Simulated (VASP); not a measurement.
Set up this calculation in VASP 6.6.1, as the native input.

- Task: relaxation of cell and atoms
- Functional: r2SCAN
- Potentials or basis: VASP PAW PBE potentials, release 64 (Ir)
- Cutoff: 600 eV
- k mesh: 14 × 14 × 8
- Occupations: methfessel-paxton, width 0.1 eV
- Spin: no spin polarisation
- Target pressure: 4 GPa
- Dipole correction: no
- Further INCAR settings: ALGO = Normal; EDIFF = 1e-06; IBRION = 2; EDIFFG = -0.01; NSW = 80; ISIF = 3

Ir:

```
Ir
1.0
     2.75138    0.00000    0.00000
    -1.37569    2.38276    0.00000
     0.00000    0.00000    4.46229
Ir
2
Direct
  0.66667 0.33333 0.75000
  0.33333 0.66667 0.25000
```

This isn't the form of Ir at room conditions, which is fcc.

One way to write it, as run:

POSCAR

```
Ir
1.0
    2.7513778900      0.0000000000      0.0000000000
   -1.3756889500      2.3827631500      0.0000000000
    0.0000000000      0.0000000000      4.4622900000
Ir
2
Direct
    0.6666666667      0.3333333333      0.7500000000
    0.3333333333      0.6666666667      0.2500000000
```

INCAR.step1

```
SYSTEM = Ir
PREC     = Accurate       ! precision mode
ENCUT    = 600            ! plane-wave cutoff, eV
ISMEAR   = 1              ! smearing method
SIGMA    = 0.1            ! smearing width, eV
LREAL    = .False.        ! projectors in reciprocal space
LASPH    = .True.         ! aspherical terms in the spheres
NELM     = 80             ! most SCF steps
GGA      = PE             ! functional
ALGO     = Normal         ! electronic algorithm
EDIFF    = 1E-4           ! SCF threshold, eV
LWAVE    = .True.         ! write WAVECAR
LCHARG   = .False.        ! write CHGCAR
```

INCAR.step2

```
SYSTEM = Ir
PREC     = Accurate       ! precision mode
ENCUT    = 600            ! plane-wave cutoff, eV
EDIFF    = 1E-6           ! SCF threshold, eV
ISMEAR   = 1              ! smearing method
SIGMA    = 0.1            ! smearing width, eV
LREAL    = .False.        ! projectors in reciprocal space
LASPH    = .True.         ! aspherical terms in the spheres
NELM     = 80             ! most SCF steps
ALGO     = Normal         ! electronic algorithm
ISIF     = 3              ! what is computed and relaxed
LWAVE    = .False.        ! write WAVECAR
LCHARG   = .False.        ! write CHGCAR
METAGGA  = R2SCAN         ! meta-GGA
LMIXTAU  = .True.       
IBRION   = 2              ! ionic algorithm
NSW      = 80             ! ionic steps
EDIFFG   = -0.01          ! ionic threshold
PSTRESS  = 40.0         
ISTART   = 1
```

KPOINTS

```
Automatic mesh
0
Gamma
  14 14 8
  0 0 0
```

Potentials or basis: VASP PAW PBE potentials, release 64 (Ir).

Launch:

```bash
$ cat potpaw_PBE.64/Ir/POTCAR > POTCAR
$ cp INCAR.step1 INCAR
$ mpirun -np 1 vasp_std > vasp.out
$ cp INCAR.step2 INCAR
$ mpirun -np 1 vasp_std > vasp.out
```

It gave:

```
Relaxed volume                                             : 14.21 Å³/atom
Relaxed cell                                               : a = 2.725 Å, b = 2.725 Å, c = 4.420 Å, α = 90.00°, β = 90.00°, γ = 120.00°
Space group after relaxing (to 0.1 Å)                      : P6_3/mmc (No. 194)
Energy change on relaxing (the run minimises the enthalpy) : -3.8 meV/atom
Ionic steps                                                : 7
Pressure after relaxing                                    : 4.0 GPa
Band gap on the k mesh                                     : zero (bands 9 and 10 overlap by 3.43 eV)
```

Caveat: the cell is relaxed towards a set pressure, so the run minimises the enthalpy, not the energy; the PAW data sets were made with another functional, which shifts forces and pressure a little; spin-orbit coupling is left out, which moves the levels of the heavy elements.

Wall time 4.4 min on 1 thread of Intel(R) Xeon(R) 6975P-C (Granite Rapids), with other jobs on the host, peak memory 0.21 GiB.
